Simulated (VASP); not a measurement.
Input of a VASP 6.6.1 run:

INCAR

```
SYSTEM = C
  PREC = Accurate
  ENCUT = 520
  EDIFF = 1E-7
  ISMEAR = 0
  SIGMA = 0.05
  LREAL = .False.
  LASPH = .True.
  NELM = 100
  ALGO = Normal
  ISIF = 2
  LWAVE = .False.
  LCHARG = .False.
  GGA = CA
  NBANDS = 36
```

Contents of KPOINTS:

```
Automatic mesh
0
Gamma
  12 12 2
  0 0 0
```

POSCAR

```
C
1.0
    2.4340000000      0.0000000000      0.0000000000
   -1.2170000000      2.1079058328      0.0000000000
    0.0000000000      0.0000000000     12.7015000000
C
12
Direct
    0.0000000000      0.0000000000      0.1868599868
    0.0000000000      0.0000000000      0.6868599868
    0.0000000000      0.0000000000      0.3131400132
    0.0000000000      0.0000000000      0.8131400132
    0.3333333333      0.6666666667      0.5207718743
    0.6666666667      0.3333333333      0.0207718743
    0.3333333333      0.6666666667      0.9792281257
    0.6666666667      0.3333333333      0.4792281257
    0.3333333333      0.6666666667      0.6450609412
    0.6666666667      0.3333333333      0.1450609412
    0.3333333333      0.6666666667      0.8549390588
    0.6666666667      0.3333333333      0.3549390588
```

Potentials or basis: VASP PAW LDA potentials, release 64 (C).

Command:

```sh
$ cat potpaw_LDA.64/C/POTCAR > POTCAR
$ mpirun -np 1 vasp_std > vasp.out
```

**Question.** Predict the largest force.

**Answer.** 0.162 eV/Å.

**Question.** Estimate the pressure.

**Answer.** 10.5 GPa.

**Question.** Predict the band gap on the k mesh.

**Answer.** 4.11 eV, direct.

Stress tensor (GPa, compression positive):
```
 34.07   0.00   0.00
  0.00  34.07   0.00
  0.00   0.00 -36.52
```

A k mesh can miss the band edges.
